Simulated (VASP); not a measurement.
# TiC (rock salt type) (Fm-3m) in VASP: further runs

TiC (rock salt type) is run at these levels: HSE06; tasks: single point.

All numbers are computed with VASP 6.6.1; they aren't measurements. Logs are shortened: lines on timing, memory, paths and dates and some standing lists are left out, and cuts for length are marked.

### Step 1. The cell of the first run

The structure is cubic, space group Fm-3m (No. 225). Conventional cell: a = 4.301 Å, b = 4.301 Å, c = 4.301 Å, α = 90.00°, β = 90.00°, γ = 90.00°. Ti (site symmetry m-3m) has 6 C at 2.15 Å within 2.8 Å. C (site symmetry m-3m) has 6 Ti at 2.15 Å within 2.8 Å.

### Step 2. Single point, HSE06

POSCAR

```
TiC
1.0
    0.0000000000      2.1504693608      2.1504693608
    2.1504693608      0.0000000000      2.1504693608
    2.1504693608      2.1504693608      0.0000000000
Ti C
1 1
Direct
    0.0000000000      0.0000000000      0.0000000000
    0.5000000000      0.5000000000      0.5000000000
```

INCAR.step1

```
SYSTEM = TiC
PREC = Accurate
ENCUT = 520
EDIFF = 1E-5
ISMEAR = -1
SIGMA = 0.1
LREAL = .False.
LASPH = .True.
NELM = 100
ALGO = Normal
ISIF = 2
LWAVE = .True.
LCHARG = .False.
GGA = PE
NBANDS = 15
```

INCAR.step2

```
SYSTEM = TiC
PREC = Accurate
ENCUT = 520
EDIFF = 1E-6
ISMEAR = -1
SIGMA = 0.1
LREAL = .False.
LASPH = .True.
NELM = 100
ALGO = Normal
ISIF = 2
LWAVE = .False.
LCHARG = .False.
GGA = PE
LHFCALC = .True.
HFSCREEN = 0.2079
PRECFOCK = Normal
ISTART = 1
NBANDS = 15
```

KPOINTS

```
regular mesh
0
Gamma
  4 4 4
  0 0 0
```

Potentials or basis: VASP PAW PBE potentials, release 64 (Ti_sv, C).

Run with:

```console
cat potpaw_PBE.64/Ti_sv/POTCAR potpaw_PBE.64/C/POTCAR > POTCAR
cp INCAR.step1 INCAR
mpirun -np 1 vasp_std > vasp.out
cp INCAR.step2 INCAR
mpirun -np 1 vasp_std > vasp.out
```

OUTCAR:

```text
SYSTEM = TiC
   PREC = Accurate
   ENCUT = 520
   EDIFF = 1E-6
   ISMEAR = -1
   LREAL = .False.
   LASPH = .True.
   NELM = 100
   ISIF = 2
   GGA = PE
   LHFCALC = .True.
   HFSCREEN = 0.2079
   PRECFOCK = Normal
   ISTART = 1

 ion  position               nearest neighbor table
   1  0.000  0.000  0.000-   2 2.15   2 2.15   2 2.15   2 2.15   2 2.15   2 2.15
   2  0.500  0.500  0.500-   1 2.15   1 2.15   1 2.15   1 2.15   1 2.15   1 2.15

  LATTYP: Found a face centered cubic cell.
 ALAT       =     4.3009387216

  Lattice vectors:

 A1 = (   0.0000000000,   2.1504693608,   2.1504693608)
 A2 = (   2.1504693608,   0.0000000000,   2.1504693608)
 A3 = (   2.1504693608,   2.1504693608,   0.0000000000)

Analysis of symmetry for initial positions (statically):
=====================================================================
 Subroutine PRICEL returns:
 Original cell was already a primitive cell.

 Routine SETGRP: Setting up the symmetry group for a
 face centered cubic supercell.

 Subroutine GETGRP returns: Found 48 space group operations
 (whereof 48 operations were pure point group operations)
 out of a pool of 48 trial point group operations.

The static configuration has the point symmetry O_h .

Analysis of symmetry for dynamics (positions and initial velocities):
=====================================================================
 Subroutine PRICEL returns:
 Original cell was already a primitive cell.

 Routine SETGRP: Setting up the symmetry group for a
 face centered cubic supercell.

 Subroutine GETGRP returns: Found 48 space group operations
 (whereof 48 operations were pure point group operations)
 out of a pool of 48 trial point group operations.

The dynamic configuration has the point symmetry O_h .

 Subroutine INISYM returns: Found 48 space group operations
 (whereof 48 operations are pure point group operations),
 and found     1 'primitive' translations

----------------------------------------------------------------------------------------

                                     Primitive cell

  volume of cell :      19.8898

  direct lattice vectors                    reciprocal lattice vectors
     0.000000000  2.150469361  2.150469361    -0.232507381  0.232507381  0.232507381
     2.150469361  0.000000000  2.150469361     0.232507381 -0.232507381  0.232507381
     2.150469361  2.150469361  0.000000000     0.232507381  0.232507381 -0.232507381

  length of vectors
     3.041222936  3.041222936  3.041222936     0.402714598  0.402714598  0.402714598

  position of ions in fractional coordinates (direct lattice)
     0.000000000  0.000000000  0.000000000
     0.500000000  0.500000000  0.500000000

  ion indices of the primitive-cell ions
   primitive index   ion index
                 1           1
                 2           2

----------------------------------------------------------------------------------------

 KPOINTS: regular mesh

Automatic generation of k-mesh.
 Grid dimensions read from file:
 generate k-points for:    4    4    4

 Generating k-lattice:

  Cartesian coordinates                     Fractional coordinates (reciprocal lattice)
    -0.058126845  0.058126845  0.058126845     0.250000000  0.000000000  0.000000000
     0.058126845 -0.058126845  0.058126845     0.000000000  0.250000000  0.000000000
     0.058126845  0.058126845 -0.058126845     0.000000000  0.000000000  0.250000000

  Length of vectors
     0.100678649  0.100678649  0.100678649

  Shift w.r.t. Gamma in fractional coordinates (k-lattice)
     0.000000000  0.000000000  0.000000000

 Subroutine IBZKPT returns following result:
 ===========================================

 Found      8 irreducible k-points:

 Following reciprocal coordinates:
            Coordinates               Weight
  0.000000  0.000000  0.000000      1.000000
  0.250000  0.000000  0.000000      8.000000
  0.500000  0.000000  0.000000      4.000000
  0.250000  0.250000  0.000000      6.000000
  0.500000  0.250000  0.000000     24.000000
 -0.250000  0.250000  0.000000     12.000000
  0.500000  0.500000  0.000000      3.000000
 -0.250000  0.500000  0.250000      6.000000
   k-points           NKPTS =      8   k-points in BZ     NKDIM =     64   number of bands    NBANDS=     15
   number of dos      NEDOS =    301   number of ions     NIONS =      2
   total plane-waves  NPLWV =  13824
   dimension x,y,z NGX =    24 NGY =   24 NGZ =   24
   dimension x,y,z NGXF=    48 NGYF=   48 NGZF=   48
   ions per type =               1   1
   NGX,Y,Z   is equivalent  to a cutoff of  13.12, 13.12, 13.12 a.u.
   NGXF,Y,Z  is equivalent  to a cutoff of  26.24, 26.24, 26.24 a.u.
 SYSTEM =  TiC
   PREC   = accura    normal or accurate (medium, high low for compatibility)
   ISTART =      1    job   : 0-new  1-cont  2-samecut
   ICHARG =      0    charge: 1-file 2-atom 10-const
   ISPIN  =      1    spin polarized calculation?
   LNONCOLLINEAR =      F non collinear calculations
[... 88 lines left out ...]
      2     -26.3647      2.00000
      3     -26.0885      2.00000
      4     -26.0885      2.00000
      5      -3.3002      2.00000
      6       6.3146      2.00000
      7       7.4928      2.00000
      8       7.4928      2.00000
      9      12.1891      0.00000
     10      12.1891      0.00000
     11      13.2997      0.00000
     12      16.5675      0.00000
     13      16.5675      0.00000
     14      21.9678      0.00000
     15      25.4051      0.00000

 k-point     3 :       0.5000    0.0000    0.0000
  band No.  band energies     occupation
      1     -51.6192      2.00000
      2     -26.6553      2.00000
      3     -26.1139      2.00000
      4     -26.1139      2.00000
      5      -0.8042      2.00000
      6       2.6217      2.00000
      7       6.0075      2.00000
      8       6.0075      2.00000
      9      13.6538      0.00000
     10      13.6538      0.00000
     11      14.9657      0.00000
     12      18.5585      0.00000
     13      19.3046      0.00000
     14      19.3046      0.00000
     15      25.5457      0.00000

 k-point     4 :       0.2500    0.2500    0.0000
  band No.  band energies     occupation
      1     -51.6480      2.00000
      2     -26.3353      2.00000
      3     -26.1607      2.00000
      4     -26.1607      2.00000
      5      -3.1115      2.00000
      6       5.4128      2.00000
      7       9.0541      1.89499
      8       9.0541      1.89499
      9       9.2394      1.47790
     10      12.3695      0.00000
     11      14.4972      0.00000
     12      14.4972      0.00000
     13      16.8528      0.00000
     14      24.3673      0.00000
     15      25.5908      0.00000

 k-point     5 :       0.5000    0.2500    0.0000
  band No.  band energies     occupation
      1     -51.6046      2.00000
      2     -26.5394      2.00000
      3     -26.2748      2.00000
      4     -26.1875      2.00000
      5      -1.6016      2.00000
      6       4.3775      2.00000
      7       6.0600      2.00000
      8       7.2403      2.00000
      9      11.7197      0.00000
     10      13.9092      0.00000
     11      14.6501      0.00000
     12      16.2974      0.00000
     13      17.4111      0.00000
     14      22.8403      0.00000
     15      25.2052      0.00000

 k-point     6 :      -0.2500    0.2500    0.0000
  band No.  band energies     occupation
      1     -51.6191      2.00000
      2     -26.4796      2.00000
      3     -26.2939      2.00000
      4     -26.1161      2.00000
      5      -1.7066      2.00000
      6       4.3048      2.00000
      7       6.2847      2.00000
      8       6.4044      2.00000
      9      12.7091      0.00000
     10      13.8296      0.00000
     11      14.6779      0.00000
     12      15.4882      0.00000
     13      19.0269      0.00000
     14      22.0547      0.00000
     15      24.0786      0.00000

 k-point     7 :       0.5000    0.5000    0.0000
  band No.  band energies     occupation
      1     -51.5899      2.00000
      2     -26.5873      2.00000
      3     -26.2604      2.00000
      4     -26.2604      2.00000
      5      -2.2160      2.00000
      6       5.2917      2.00000
      7       7.9649      2.00000
      8       9.3983      0.73213
      9       9.3983      0.73213
     10      12.9941      0.00000
     11      14.3619      0.00000
     12      14.3619      0.00000
     13      16.6295      0.00000
     14      22.5102      0.00000
     15      26.1276      0.00000

 k-point     8 :      -0.2500    0.5000    0.2500
  band No.  band energies     occupation
      1     -51.5899      2.00000
      2     -26.4257      2.00000
      3     -26.4257      2.00000
      4     -26.2672      2.00000
      5      -1.5215      2.00000
      6       5.7288      2.00000
      7       5.7288      2.00000
      8       6.2633      2.00000
      9      13.3262      0.00000
     10      13.3262      0.00000
     11      14.3704      0.00000
     12      15.8134      0.00000
     13      15.8276      0.00000
     14      24.9734      0.00000
     15      24.9734      0.00000

------------------------ aborting loop because EDIFF is reached ----------------------------------------

  FORCE on cell =-STRESS in cart. coord.  units (eV):
  Direction    XX          YY          ZZ          XY          YZ          ZX
  --------------------------------------------------------------------------------------
  -------------------------------------------------------------------------------------
  Total        0.0338867      0.0338867      0.0338867     -0.0000000      0.0000000      0.0000000
  in kB        2.7296694      2.7296694      2.7296694     -0.0000000      0.0000000      0.0000000
  external PRESSURE =       2.7296694 kB  Pullay stress =       0.0000000 kB

 VOLUME and BASIS-vectors are now :
 -----------------------------------------------------------------------------
  energy-cutoff  :      520.00
  volume of cell :       19.89
      direct lattice vectors                 reciprocal lattice vectors
     0.000000000  2.150469361  2.150469361    -0.232507381  0.232507381  0.232507381
     2.150469361  0.000000000  2.150469361     0.232507381 -0.232507381  0.232507381
     2.150469361  2.150469361  0.000000000     0.232507381  0.232507381 -0.232507381

 POSITION                                       TOTAL-FORCE (eV/Angst)
 -----------------------------------------------------------------------------------
      0.00000      0.00000      0.00000         0.000000     -0.000000      0.000000
      2.15047      2.15047      2.15047        -0.000000      0.000000     -0.000000
 -----------------------------------------------------------------------------------
    total drift:                                0.000000      0.000000      0.000000

  FREE ENERGIE OF THE ION-ELECTRON SYSTEM (eV)
  ---------------------------------------------------
  free  energy   TOTEN  =       -21.9421314509 eV

  energy  without entropy=      -21.9113317698  energy(sigma->0) =      -21.92673161
```

Wall time 5 min (1 thread of Intel Xeon 8259CL, shared host); peak memory 0.25 GiB.

What came out:

```yaml
Free_energy: -21.9421 eV
Pressure: 0.3 GPa
Band_gap_on_the_k_mesh: zero (bands 8 and 9 overlap by 1.68 eV)
```

Caveat: the k points lie up to 0.63 Å⁻¹ apart, too coarse for converged energies and pressures of a metal; the PAW data sets were made with another functional, which shifts forces and pressure a little.

### Step 3. Single point, HSE06

POSCAR is that of step 2.

INCAR.step1

```
PREC = Accurate
ENCUT = 520
EDIFF = 1E-5
ISMEAR = -1
SIGMA = 0.1
LREAL = False
LASPH = True
NELM = 80
ALGO = Normal
ISIF = 2
LWAVE = True
NBANDS = 15
GGA = PE
```

INCAR.step2

```
PREC = Accurate
ENCUT = 520
EDIFF = 1E-6
ISMEAR = -1
SIGMA = 0.1
LREAL = False
LASPH = True
NELM = 80
ALGO = Normal
ISIF = 2
LWAVE = False
LCHARG = True
GGA = PE
LHFCALC = True
HFSCREEN = 0.2079
PRECFOCK = Normal
LELF = True
LVHAR = True
NBANDS = 15
ISTART = 1
```

KPOINTS

```
Automatic mesh
0
Gamma
  4 4 4
```

Potentials or basis: VASP PAW PBE potentials, release 64 (Ti_sv, C).

Run with:

```console
cat potpaw_PBE.64/Ti_sv/POTCAR potpaw_PBE.64/C/POTCAR > POTCAR
cp INCAR.step1 INCAR
mpirun -np 1 vasp_std > vasp.out
cp INCAR.step2 INCAR
mpirun -np 1 vasp_std > vasp.out
```

It took 5.9 min on 1 thread of Intel Xeon 8259CL, shared host; peak memory 0.25 GiB.

The run converged. Its results:

```yaml
Free_energy: -21.9421 eV
Pressure: 0.3 GPa
Band_gap_on_the_k_mesh: zero (bands 8 and 9 overlap by 1.68 eV)
```

Levels at points of the mesh, in eV from the Fermi level:
```
           k point  band 5  band 6  band 7  band 8  band 9  band 10  band 11  band 12
(0.00, 0.00, 0.00)  -14.13    1.57    1.57    1.57    2.15     2.15     2.15     2.45
(0.50, 0.00, 0.00)  -10.15   -6.72   -3.34   -3.34    4.31     4.31     5.62     9.22
(0.50, 0.50, 0.00)  -11.56   -4.05   -1.38    0.05    0.05     3.65     5.02     5.02
```

Caveat: the k points lie up to 0.63 Å⁻¹ apart, too coarse for converged energies and pressures of a metal; the PAW data sets were made with another functional, which shifts forces and pressure a little.

### Step 4. Single point, HSE06

This run uses another cell than the first one, of 10.25 Å³/atom.

POSCAR

```
TiC
1.0
    0.0000000000      2.1721927439      2.1721927439
    2.1721927439      0.0000000000      2.1721927439
    2.1721927439      2.1721927439      0.0000000000
Ti C
1 1
Direct
    0.0000000000      0.0000000000      0.0000000000
    0.5000000000      0.5000000000      0.5000000000
```

INCAR.step1

```
  PREC = Accurate
  ENCUT = 520
  EDIFF = 1E-5
  ISMEAR = -1
  SIGMA = 0.1
  LREAL = False
  LASPH = True
  NELM = 80
  ALGO = Normal
  ISIF = 2
  LWAVE = True
  NBANDS = 15
  GGA = PE
```

INCAR.step2

```
  PREC = Accurate
  ENCUT = 520
  EDIFF = 1E-7
  ISMEAR = -1
  SIGMA = 0.1
  LREAL = False
  LASPH = True
  NELM = 80
  ALGO = Normal
  ISIF = 2
  LWAVE = False
  LCHARG = True
  GGA = PE
  LHFCALC = True
  HFSCREEN = 0.2079
  PRECFOCK = Normal
  LELF = True
  LVHAR = True
  NBANDS = 15
  ISTART = 1
```

KPOINTS

```
regular mesh
0
Gamma
  4 4 4
```

Run with:

```console
cat potpaw_PBE.64/Ti_sv/POTCAR potpaw_PBE.64/C/POTCAR > POTCAR
cp INCAR.step1 INCAR
mpirun -np 1 vasp_std > vasp.out
cp INCAR.step2 INCAR
mpirun -np 1 vasp_std > vasp.out
```

It took 7.1 min on 1 thread of Intel Xeon 8259CL, shared host; peak memory 0.25 GiB.

It converged, with:

```
Free energy            : -21.9294 eV
Pressure               : -7.0 GPa
Band gap on the k mesh : zero (bands 8 and 9 overlap by 1.59 eV)
```

Levels at points of the mesh, in eV from the Fermi level:
| k point | band 6 | band 7 | band 8 | band 9 | band 10 | band 11 |
| --- | --- | --- | --- | --- | --- | --- |
| (0.00, 0.00, 0.00) | 1.54 | 1.54 | 1.54 | 2.11 | 2.11 | 2.11 |
| (0.50, 0.00, 0.00) | -6.58 | -3.24 | -3.24 | 4.15 | 4.15 | 5.41 |
| (0.50, 0.50, 0.00) | -4.03 | -1.29 | 0.01 | 0.01 | 3.48 | 4.82 |

Caveat: the k points lie up to 0.63 Å⁻¹ apart, too coarse for converged energies and pressures of a metal; the PAW data sets were made with another functional, which shifts forces and pressure a little.

### Step 5. Single point, HSE06

This run uses another cell than the first one, of 10.55 Å³/atom.

POSCAR

```
TiC
1.0
    0.0000000000      2.1934901093      2.1934901093
    2.1934901093      0.0000000000      2.1934901093
    2.1934901093      2.1934901093      0.0000000000
Ti C
1 1
Direct
    0.0000000000      0.0000000000      0.0000000000
    0.5000000000      0.5000000000      0.5000000000
```

INCAR.step1

```
PREC     = Accurate       # precision mode
ENCUT    = 520            # plane-wave cutoff, eV
EDIFF    = 1E-5           # SCF threshold, eV
ISMEAR   = -1             # smearing method
SIGMA    = 0.1            # smearing width, eV
LREAL    = False          # projectors in reciprocal space
LASPH    = True           # aspherical terms in the spheres
NELM     = 80             # most SCF steps
ALGO     = Normal         # electronic algorithm
ISIF     = 2              # what is computed and relaxed
LWAVE    = True           # write WAVECAR
LCHARG   = False          # write CHGCAR
NBANDS   = 15             # bands
GGA      = PE             # functional
```

INCAR.step2

```
PREC     = Accurate       # precision mode
ENCUT    = 520            # plane-wave cutoff, eV
EDIFF    = 1E-6           # SCF threshold, eV
ISMEAR   = -1             # smearing method
SIGMA    = 0.1            # smearing width, eV
LREAL    = False          # projectors in reciprocal space
LASPH    = True           # aspherical terms in the spheres
NELM     = 80             # most SCF steps
ALGO     = Normal         # electronic algorithm
ISIF     = 2              # what is computed and relaxed
LWAVE    = False          # write WAVECAR
LCHARG   = False          # write CHGCAR
GGA      = PE             # functional
LHFCALC  = True           # exact exchange
HFSCREEN = 0.2079         # screening, 1/A
PRECFOCK = Normal       
NBANDS   = 15             # bands
ISTART   = 1
```

KPOINTS is that of step 4.

Run with:

```console
cat potpaw_PBE.64/Ti_sv/POTCAR potpaw_PBE.64/C/POTCAR > POTCAR
cp INCAR.step1 INCAR
mpirun -np 1 vasp_std > vasp.out
cp INCAR.step2 INCAR
mpirun -np 1 vasp_std > vasp.out
```

Wall time 5.6 min (1 thread of Intel Xeon 8259CL, shared host); peak memory 0.24 GiB.

It converged, with:

- Free energy: -21.8906 eV
- Pressure: -13.5 GPa
- Band gap on the k mesh: zero (bands 8 and 9 overlap by 1.54 eV)

Levels at points of the mesh, in eV from the Fermi level:
```tsv
k point	band 6	band 7	band 8	band 9	band 10	band 11
(0.00, 0.00, 0.00)	1.51	1.51	1.51	2.07	2.07	2.07
(0.50, 0.00, 0.00)	-6.44	-3.16	-3.16	3.99	3.99	5.20
(0.50, 0.50, 0.00)	-4.01	-1.21	-0.04	-0.04	3.32	4.63
```

Caveat: the k points lie up to 0.62 Å⁻¹ apart, too coarse for converged energies and pressures of a metal; the PAW data sets were made with another functional, which shifts forces and pressure a little.

### Step 6. Single point, HSE06

This run uses another cell than the first one, of 10.55 Å³/atom.

POSCAR is that of step 5.

INCAR.step1

```
SYSTEM = TiC
PREC = Accurate
ENCUT = 520
EDIFF = 1E-5
ISMEAR = -1
SIGMA = 0.1
LREAL = .False.
LASPH = .True.
NELM = 100
ALGO = Normal
ISIF = 2
LWAVE = .True.
LCHARG = .False.
NBANDS = 15
GGA = PE
```

INCAR.step2

```
SYSTEM = TiC
PREC = Accurate
ENCUT = 520
EDIFF = 1E-6
ISMEAR = -1
SIGMA = 0.1
LREAL = .False.
LASPH = .True.
NELM = 100
ALGO = Normal
ISIF = 2
LWAVE = .False.
LCHARG = .False.
GGA = PE
LHFCALC = .True.
HFSCREEN = 0.2079
PRECFOCK = Normal
NBANDS = 15
ISTART = 1
```

KPOINTS

```
Automatic mesh
0
Gamma
  4 4 4
  0 0 0
```

Potentials or basis: VASP PAW PBE potentials, release 64 (Ti_sv, C).

Run with:

```console
cat potpaw_PBE.64/Ti_sv/POTCAR potpaw_PBE.64/C/POTCAR > POTCAR
cp INCAR.step1 INCAR
mpirun -np 1 vasp_std > vasp.out
cp INCAR.step2 INCAR
mpirun -np 1 vasp_std > vasp.out
```

Run time: 5.2 min. Hardware: 1 thread of Intel Xeon 8259CL, shared host; peak memory 0.25 GiB.

The run converged. Its results:

- Free energy: -21.8906 eV
- Pressure: -13.5 GPa
- Band gap on the k mesh: zero (bands 8 and 9 overlap by 1.54 eV)

Levels at points of the mesh, in eV from the Fermi level:
| k point | band 5 | band 6 | band 7 | band 8 | band 9 | band 10 | band 11 | band 12 |
| --- | --- | --- | --- | --- | --- | --- | --- | --- |
| (0.00, 0.00, 0.00) | -13.83 | 1.51 | 1.51 | 1.51 | 2.07 | 2.07 | 2.07 | 2.23 |
| (0.50, 0.00, 0.00) | -10.15 | -6.44 | -3.16 | -3.16 | 3.99 | 3.99 | 5.20 | 8.84 |
| (0.50, 0.50, 0.00) | -11.31 | -4.01 | -1.21 | -0.04 | -0.04 | 3.32 | 4.63 | 4.63 |

Caveat: the k points lie up to 0.62 Å⁻¹ apart, too coarse for converged energies and pressures of a metal; the PAW data sets were made with another functional, which shifts forces and pressure a little.

### Step 7. Summary

```csv
cell,gap on the mesh (eV),pressure (GPa)
"a = 3.041 Å, angles 60.0°, 2 atoms",none,0.3
"a = 3.072 Å, angles 60.0°, 2 atoms",none,-7.0
"a = 3.102 Å, angles 60.0°, 2 atoms",none,-13.5
```

Alike in all rows: task single point; level HSE06; potentials or basis VASP PAW PBE potentials, release 64 (Ti_sv, C); no spin polarisation; k mesh 4 × 4 × 4; cutoff (eV) 520; smearing fermi-dirac 0.1 eV.

Caveats: all runs use coarse meshes; the PAW data sets were made with another functional, which shifts forces and pressure a little.

Total energies depend on the potentials used, so only differences within one code and one set of settings carry meaning.
